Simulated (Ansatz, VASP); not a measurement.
**One calculation of SiNi, two programs**

```
Si Ni
1.0
     4.49678    0.00000    0.00000
     0.00000    4.49678    0.00000
     0.00000    0.00000    4.49678
Si Ni
4 4
Cartesian
  3.8677 3.8677 3.8677
  2.8775 0.6291 1.6193
  1.6193 2.8775 0.6291
  0.6291 1.6193 2.8775
  0.6610 0.6610 0.6610
  1.5874 3.8358 2.9094
  2.9094 1.5874 3.8358
  3.8358 2.9094 1.5874
```

Alike in both runs: task relaxation of cell and atoms; functional PBEsol; k mesh 4 × 4 × 4; occupations gaussian, width 0.1 eV; no spin polarisation.

|  | VASP | Ansatz |
| --- | --- | --- |
| version | VASP 6.6.1 | Ansatz 0.2.0 |
| potentials or method | VASP PAW PBE potentials, release 64 (Si, Ni), cutoff 600 eV | scalar-relativistic, plane waves, PAW |
| valence electrons in the cell | 56 | 88 |

```csv
,VASP,Ansatz,Ansatz less VASP
"gap on the k mesh at the Fermi level, each at its own relaxed structure (eV)",none,none,-
relaxed volume (Å³/atom),11.16,11.16,-0.004
relaxed cell length with the largest relative difference (Å),4.469,4.469,-0.0005
```

VASP's potentials were made for PBE, not for PBEsol. A gap of «none» marks a metal or a gap that the smearing closes. VASP's potentials hold 56 valence electrons a cell and Ansatz's 88, so a difference there can come from the potentials and not from the codes.
